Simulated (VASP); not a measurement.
# BN (P6_3mc) in VASP: single point with r2SCAN

Aim: the single point of BN with r2SCAN.

Program: VASP 6.6.1. These are calculated values, not measurements. Logs are shortened: lines on timing, memory, paths and dates and some standing lists are left out, and cuts for length are marked.

### Step 1. The cell of the first run

Symmetry: P6_3mc, No. 186, hexagonal system. The conventional cell has a = 2.518 Å, b = 2.518 Å, c = 4.165 Å, α = 90.00°, β = 90.00°, γ = 120.00°. B (site symmetry 3m) has 4 N at 1.54 to 1.56 Å within 2.1 Å. Within 2.1 Å of N (site symmetry 3m) lie 4 B at 1.54 to 1.56 Å.

### Step 2. Single point, r2SCAN (5.72 Å³/atom)

POSCAR reads:

```
BN
1.0
    2.5182517752      0.0000000000      0.0000000000
   -1.2591258876      2.1808700105      0.0000000000
    0.0000000000      0.0000000000      4.1653092386
B N
2 2
Direct
    0.3333333333      0.6666666667      0.0002034648
    0.6666666667      0.3333333333      0.5002034648
    0.3333333333      0.6666666667      0.3747965352
    0.6666666667      0.3333333333      0.8747965352
```

INCAR.step1 reads:

```
PREC = Accurate ; ENCUT = 1460
ISMEAR = 0 ; SIGMA = 0.01
LREAL = False ; LASPH = True
NELM = 120 ; NBANDS = 16
GGA = PE ; ALGO = Normal
EDIFF = 1E-5 ; LWAVE = True
LCHARG = False ; GGA_COMPAT = False
```

INCAR.step2 reads:

```
PREC = Accurate ; ENCUT = 1460
EDIFF = 1E-6 ; ISMEAR = 0
SIGMA = 0.01 ; LREAL = False
LASPH = True ; NELM = 120
ALGO = Normal ; ISIF = 2
LWAVE = False ; LCHARG = False
METAGGA = R2SCAN ; LMIXTAU = True
NBANDS = 16 ; ISTART = 1
GGA_COMPAT = False
```

KPOINTS reads:

```
Automatic mesh
0
Gamma
  9 9 6
```

Potentials or basis: VASP PAW PBE potentials, release 64 (B_h, N_h).

The run is started by

```console
cat potpaw_PBE.64/B_h/POTCAR potpaw_PBE.64/N_h/POTCAR > POTCAR
cp INCAR.step1 INCAR
mpirun -np 1 vasp_std > vasp.out
cp INCAR.step2 INCAR
mpirun -np 1 vasp_std > vasp.out
```

OUTCAR:

```text
PREC = Accurate
   ENCUT = 1460
   EDIFF = 1E-6
   ISMEAR = 0
   LREAL = False
   LASPH = True
   NELM = 120
   ISIF = 2
   METAGGA = R2SCAN
   ISTART = 1

 ion  position               nearest neighbor table
   1  0.333  0.667  0.000-
   2  0.667  0.333  0.500-
   3  0.333  0.667  0.375-
   4  0.667  0.333  0.875-

  LATTYP: Found a hexagonal cell.
 ALAT       =     2.5182517752
 C/A-ratio  =     1.6540479707

  Lattice vectors:

 A1 = (   2.5182517752,   0.0000000000,   0.0000000000)
 A2 = (  -1.2591258876,   2.1808700105,   0.0000000000)
 A3 = (   0.0000000000,   0.0000000000,   4.1653092386)

Analysis of symmetry for initial positions (statically):
=====================================================================
 Subroutine PRICEL returns:
 Original cell was already a primitive cell.

 Routine SETGRP: Setting up the symmetry group for a
 hexagonal supercell.

 Subroutine GETGRP returns: Found 12 space group operations
 (whereof  6 operations were pure point group operations)
 out of a pool of 24 trial point group operations.

The static configuration has the point symmetry C_3v.
 The point group associated with its full space group is C_6v.

Analysis of symmetry for dynamics (positions and initial velocities):
=====================================================================
 Subroutine PRICEL returns:
 Original cell was already a primitive cell.

 Routine SETGRP: Setting up the symmetry group for a
 hexagonal supercell.

 Subroutine GETGRP returns: Found 12 space group operations
 (whereof  6 operations were pure point group operations)
 out of a pool of 24 trial point group operations.

The dynamic configuration has the point symmetry C_3v.
 The point group associated with its full space group is C_6v.

 Subroutine INISYM returns: Found 12 space group operations
 (whereof  6 operations are pure point group operations),
 and found     1 'primitive' translations

----------------------------------------------------------------------------------------

                                     Primitive cell

  volume of cell :      22.8758

  direct lattice vectors                    reciprocal lattice vectors
     2.518251775  0.000000000  0.000000000     0.397100882  0.229266301  0.000000000
    -1.259125888  2.180870011  0.000000000     0.000000000  0.458532602  0.000000000
     0.000000000  0.000000000  4.165309239     0.000000000  0.000000000  0.240078213

  length of vectors
     2.518251775  2.518251775  4.165309239     0.458532602  0.458532602  0.240078213

  position of ions in fractional coordinates (direct lattice)
     0.333333333  0.666666667  0.000203465
     0.666666667  0.333333333  0.500203465
     0.333333333  0.666666667  0.374796535
     0.666666667  0.333333333  0.874796535

  ion indices of the primitive-cell ions
   primitive index   ion index
                 1           1
                 2           2
                 3           3
                 4           4

----------------------------------------------------------------------------------------

 KPOINTS: Automatic mesh

Automatic generation of k-mesh.
 Grid dimensions read from file:
 generate k-points for:    9    9    6

 Generating k-lattice:

  Cartesian coordinates                     Fractional coordinates (reciprocal lattice)
     0.044122320  0.025474033  0.000000000     0.111111111  0.000000000  0.000000000
     0.000000000  0.050948067  0.000000000     0.000000000  0.111111111  0.000000000
     0.000000000  0.000000000  0.040013036     0.000000000  0.000000000  0.166666667

  Length of vectors
     0.050948067  0.050948067  0.040013036

  Shift w.r.t. Gamma in fractional coordinates (k-lattice)
     0.000000000  0.000000000  0.000000000

 Subroutine IBZKPT returns following result:
 ===========================================

 Found     48 irreducible k-points:

 Following reciprocal coordinates:
            Coordinates               Weight
  0.000000  0.000000  0.000000      1.000000
  0.111111  0.000000  0.000000      6.000000
  0.222222  0.000000  0.000000      6.000000
  0.333333  0.000000  0.000000      6.000000
  0.444444  0.000000  0.000000      6.000000
  0.111111  0.111111  0.000000      6.000000
[... 16 lines left out ...]
  0.333333  0.222222  0.166667     24.000000
  0.333333  0.333333  0.166667      4.000000
 [... further k-points ...]
   k-points           NKPTS =     48   k-points in BZ     NKDIM =     48   number of bands    NBANDS=     16
   number of dos      NEDOS =    301   number of ions     NIONS =      4
   total plane-waves  NPLWV =  55296
   dimension x,y,z NGX =    32 NGY =   32 NGZ =   54
   dimension x,y,z NGXF=    64 NGYF=   64 NGZF=  108
   ions per type =               2   2
   NGX,Y,Z   is equivalent  to a cutoff of  21.13, 21.13, 21.55 a.u.
   NGXF,Y,Z  is equivalent  to a cutoff of  42.25, 42.25, 43.10 a.u.
 SYSTEM =  unknown system
   PREC   = accura    normal or accurate (medium, high low for compatibility)
   ISTART =      1    job   : 0-new  1-cont  2-samecut
   ICHARG =      0    charge: 1-file 2-atom 10-const
   ISPIN  =      1    spin polarized calculation?
   LNONCOLLINEAR =      F non collinear calculations
   LSORBIT =      F    spin-orbit coupling
   LASPH  =      T    aspherical Exc in radial PAW
   ENCUT  = 1460.0 eV 107.31 Ry   10.36 a.u.   7.85  7.85 12.98*2*pi/ulx,y,z
   NELM   =    120;   NELMIN=  2; NELMDL=  0     # of ELM steps
   EDIFF  = 0.1E-05   stopping-criterion for ELM
   LREAL  =      F    real-space projection
   EDIFFG = 0.1E-04   stopping-criterion for IOM
   NSW    =      0    number of steps for IOM
   IBRION =     -1    ionic relax: 0-MD 1-quasi-New 2-CG
   NFREE  =      0    steps in history (QN), initial steepest desc. (CG)
   ISIF   =      2    stress and relaxation
   ISYM   =      2    0-nonsym 1-usesym 2-fastsym
   POTIM  = 0.5000    time-step for ionic-motion
   TEBEG  =    0.0;   TEEND  =   0.0 temperature during run
   PSTRESS=    0.0 pullay stress
   NELECT =      16.0000    total number of electrons
   NUPDOWN=      -1.0000    fix difference up-down
   EMIN   =  10.00;   EMAX   =-10.00  energy-range for DOS
   EFERMI =   0.00;   METHOD = LEGACY
   ISMEAR =     0;   SIGMA  =   0.01  broadening in eV -4-tet -1-fermi 0-gaus
   EFERMI_NEDOS =   21; number of points for ismear=-14 and -15
   IALGO  =     38    algorithm
   IMIX   =      4    mixing-type and parameters
     AMIX     =   0.40;   BMIX     =  1.00
     AMIX_MAG =   1.60;   BMIX_MAG =  1.00
  volume/ion in A,a.u.               =       5.72        38.59
  Fermi-wavevector in a.u.,A,eV,Ry     =   1.453191  2.746133 28.732303  2.111765
  Thomas-Fermi vector in A             =   2.570486
   LORBIT       =      0    0 simple, 1 ext, 2 COOP (PROOUT), +10 PAW based schemes
   METAGGA = R2SCAN    functional components
   LHFCALC =     F    Hartree Fock is set to
   AEXX    =    0.0000 exact exchange contribution
   IVDW    =     0    specifies the selected vdW correction
   LEPSILON=     F    determine dielectric tensor
   LRPA    =     F    only Hartree local field effects (RPA)
 non-spin polarized calculation
 Gauss-broadening in eV      SIGMA  =   0.01
  energy-cutoff  :     1460.00
  volume of cell :       22.88
 maximum number of plane-waves:      2940
 NGX is ok and might be reduce to    32
   NGX = 15   NGY = 15   NGZ = 25

 number of electron      16.0000000 magnetization

 Free energy of the ion-electron system (eV)
  ---------------------------------------------------
  ext. energy  EPLUGINS =         0.00000000
  ---------------------------------------------------
  free energy    TOTEN  =       -38.30359198 eV

  energy without entropy =      -38.30359198  energy(sigma->0) =      -38.30359198

 E-fermi :   9.6117     XC(G=0): -13.9197

 val. band max:        9.5480340292   @ k =   0.0000   0.0000   0.0000
 cond. band min:      15.2420725710   @ k =   0.3333   0.3333   0.0000
 fundamental gap:      5.6940385418
 Fermi energy:         9.6116849775

 k-point     1 :       0.0000    0.0000    0.0000
  band No.  band energies     occupation
      1     -12.3002      2.00000
      2      -7.9145      2.00000
      3      -2.0720      2.00000
      4       7.2740      2.00000
      5       7.2740      2.00000
      6       9.2661      2.00000
[... 8 lines left out ...]
     15      22.5804      0.00000
     16      27.4153      0.00000

 k-point     2 :       0.1111    0.0000    0.0000
  band No.  band energies     occupation
      1     -12.0154      2.00000
      2      -7.6970      2.00000
      3      -1.7899      2.00000
      4       6.0223      2.00000
      5       6.7608      2.00000
      6       8.5072      2.00000
[... 8 lines left out ...]
     15      23.4276      0.00000
     16      26.8738      0.00000

 k-point     3 :       0.2222    0.0000    0.0000
  band No.  band energies     occupation
      1     -11.1784      2.00000
      2      -7.1053      2.00000
      3      -0.9643      2.00000
      4       3.3614      2.00000
      5       5.7202      2.00000
      6       6.1812      2.00000
[... 8 lines left out ...]
     15      25.4442      0.00000
     16      26.1257      0.00000

 k-point     4 :       0.3333    0.0000    0.0000
  band No.  band energies     occupation
      1      -9.8640      2.00000
      2      -6.4241      2.00000
      3       0.3032      2.00000
      4       0.7942      2.00000
      5       3.6400      2.00000
      6       4.7900      2.00000
[... 8 lines left out ...]
     15      26.9825      0.00000
     16      27.6425      0.00000
[... 324 lines left out ...]
 k-point    22 :       0.2222    0.2222    0.1667
  band No.  band energies     occupation
      1      -8.9768      2.00000
      2      -6.4198      2.00000
      3       0.5040      2.00000
      4       1.6300      2.00000
      5       2.4152      2.00000
      6       3.6654      2.00000
[... 8 lines left out ...]
     15      26.2281      0.00000
     16      27.4424      0.00000

 k-point    23 :       0.3333    0.2222    0.1667
  band No.  band energies     occupation
      1      -7.6094      2.00000
      2      -6.2933      2.00000
      3      -0.1649      2.00000
      4       0.9962      2.00000
      5       2.0737      2.00000
      6       3.4891      2.00000
[... 8 lines left out ...]
     15      27.0658      0.00000
     16      27.7117      0.00000

 k-point    24 :       0.3333    0.3333    0.1667
  band No.  band energies     occupation
      1      -6.6547      2.00000
      2      -6.6547      2.00000
      3      -0.0986      2.00000
      4       1.2097      2.00000
      5       1.2097      2.00000
      6       3.3054      2.00000
[... 8 lines left out ...]
     15      27.2735      0.00000
     16      27.2735      0.00000

 [... further k-points ...]
[... 5 lines left out ...]
  --------------------------------------------------------------------------------------
  -------------------------------------------------------------------------------------
  Total        1.7201399      1.7201399      1.7413832      0.0000000      0.0000000      0.0000000
  in kB      120.4753407    120.4753407    121.9631867      0.0000000      0.0000000      0.0000000
  external PRESSURE =     120.9712894 kB  Pullay stress =       0.0000000 kB

 VOLUME and BASIS-vectors are now :
 -----------------------------------------------------------------------------
  energy-cutoff  :     1460.00
  volume of cell :       22.88
      direct lattice vectors                 reciprocal lattice vectors
     2.518251775  0.000000000  0.000000000     0.397100882  0.229266301  0.000000000
    -1.259125888  2.180870011  0.000000000     0.000000000  0.458532602  0.000000000
     0.000000000  0.000000000  4.165309239     0.000000000  0.000000000  0.240078213

 POSITION                                       TOTAL-FORCE (eV/Angst)
 -----------------------------------------------------------------------------------
     -0.00000      1.45391      0.00085         0.000000     -0.000000      0.024778
      1.25913      0.72696      2.08350        -0.000000      0.000000      0.024778
     -0.00000      1.45391      1.56114         0.000000     -0.000000     -0.024778
      1.25913      0.72696      3.64380        -0.000000      0.000000     -0.024778
 -----------------------------------------------------------------------------------
    total drift:                               -0.000000      0.000000      0.006502

  FREE ENERGIE OF THE ION-ELECTRON SYSTEM (eV)
  ---------------------------------------------------
  free  energy   TOTEN  =       -38.3035919761 eV

  energy  without entropy=      -38.3035919761  energy(sigma->0) =      -38.30359198
```

It took 2.6 min on 1 thread of Intel Xeon Platinum 8259CL at 2.50GHz (Skylake/Cascade Lake), shared host; peak memory 0.27 GiB.

What came out:

| Item | Value |
| --- | --- |
| Free energy | -38.3036 eV |
| Pressure | 12.1 GPa |
| Largest force | 0.025 eV/Å |
| Band gap on the k mesh | 5.69 eV (least direct gap 9.15 eV) |

Forces in eV/Å, atoms in the order of the input:
```
B    0.000  0.000  0.025
B    0.000  0.000  0.025
N    0.000  0.000 -0.025
N    0.000  0.000 -0.025
```

Stress tensor (GPa, compression positive):
```
12.05  0.00  0.00
 0.00 12.05  0.00
 0.00  0.00 12.20
```

Caveat: the cell stands under pressure; the structure was generated, so it needn't be the stable form of BN; the PAW data sets were made with another functional, which shifts forces and pressure a little. A k mesh can miss the band edges.
